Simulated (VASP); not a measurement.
A run of VASP 6.6.1 is set up as follows.

Contents of POSCAR:

```
Pt
1.0
   -1.6317466000      1.6317466000      1.5842200000
    1.6317466000     -1.6317466000      1.5842200000
    1.6317466000      1.6317466000     -1.5842200000
Pt
1
Direct
    0.0000000000      0.0000000000      0.0000000000
```

The input INCAR.step1:

```
  ALGO = Normal
  EDIFF = 1E-4
  ENCUT = 520
  GGA = PE
  ISMEAR = 0
  LASPH = T
  LCHARG = F
  LREAL = F
  LWAVE = T
  NBANDS = 11
  NELM = 60
  PREC = Accurate
  SIGMA = 0.15
```

INCAR.step2

```
  ALGO = Normal
  EDIFF = 1E-7
  ENCUT = 520
  ISIF = 2
  ISMEAR = 0
  ISTART = 1
  LASPH = T
  LCHARG = F
  LMIXTAU = T
  LREAL = F
  LWAVE = F
  METAGGA = R2SCAN
  NBANDS = 11
  NELM = 60
  PREC = Accurate
  SIGMA = 0.15
```

KPOINTS

```
k-points
0
Gamma
  22 22 22
```

Potentials or basis: VASP PAW PBE potentials, release 64 (Pt).

The run is started by

```console
$ cat potpaw_PBE.64/Pt/POTCAR > POTCAR
$ cp INCAR.step1 INCAR
$ mpirun -np 1 vasp_std > vasp.out
$ cp INCAR.step2 INCAR
$ mpirun -np 1 vasp_std > vasp.out
```

Question: What does it give for the pressure?

Answer: -17.4 GPa.

Question: Estimate the band gap on the k mesh.

Answer: Zero (band 5 reaches 9.80 eV, above the bottom of band 6 at 7.72 eV).

Stress tensor (GPa, compression positive):
```
-16.58   0.00   0.00
  0.00 -16.58   0.00
  0.00   0.00 -18.92
```

Caveat: the cell differs from its parent crystal (strain +0.030 along x and y, +0.000 along z); the PAW data sets were made with another functional, which shifts forces and pressure a little; spin-orbit coupling is left out, which moves the levels of the heavy elements.
